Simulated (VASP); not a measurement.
Write the native input for VASP 6.6.1 that does the following.

```
Task                   : single point
Functional             : BLYP
Potentials or basis    : VASP PAW PBE potentials, release 64 (Cu)
Cutoff                 : 520 eV
k mesh                 : 10 × 10 × 3
Occupations            : gaussian, width 0.1 eV
Spin                   : no spin polarisation
Dipole correction      : no
Further INCAR settings : ALGO = Normal; EDIFF = 1e-06; NBANDS = 30
```

The structure of Cu lies in POSCAR:

```
Cu
1.0
    2.5307640000      0.0000000000      0.0000000000
   -1.2653820000      2.1917060000      0.0000000000
    0.0000000000      0.0000000000      8.2618150000
Cu
4
Direct
    0.0000000000      0.0000000000      0.0000000000
    0.3333333333      0.6666666667      0.2500000000
    0.0000000000      0.0000000000      0.5000000000
    0.6666666667      0.3333333333      0.7500000000
```

The input as run:

INCAR

```
SYSTEM = Cu
  AGGAC = 1.0
  AGGAX = 1.0
  ALDAC = 0.0
  ALDAX = 1.0
  ALGO = Normal
  EDIFF = 1E-6
  ENCUT = 520
  GGA = B5
  ISIF = 2
  ISMEAR = 0
  LASPH = .True.
  LCHARG = .False.
  LREAL = .False.
  LWAVE = .False.
  NBANDS = 30
  NELM = 100
  PREC = Accurate
  SIGMA = 0.1
```

KPOINTS

```
k-points
0
Gamma
  10 10 3
  0 0 0
```

Potentials or basis: VASP PAW PBE potentials, release 64 (Cu).

The run is started by

```bash
$ cat potpaw_PBE.64/Cu/POTCAR > POTCAR
$ mpirun -np 1 vasp_std > vasp.out
```

It gave:

```json
{
  "Pressure": "16.2 GPa",
  "Band gap on the k mesh": "zero (band 22 reaches 11.63 eV, above the bottom of band 23 at 6.61 eV)"
}
```

Caveat: the PAW data sets were made with another functional, which shifts forces and pressure a little.

Run time: 40 s on 1 thread of Intel(R) Xeon(R) 6975P-C (Granite Rapids), with other jobs on the host, peak memory 0.17 GiB.
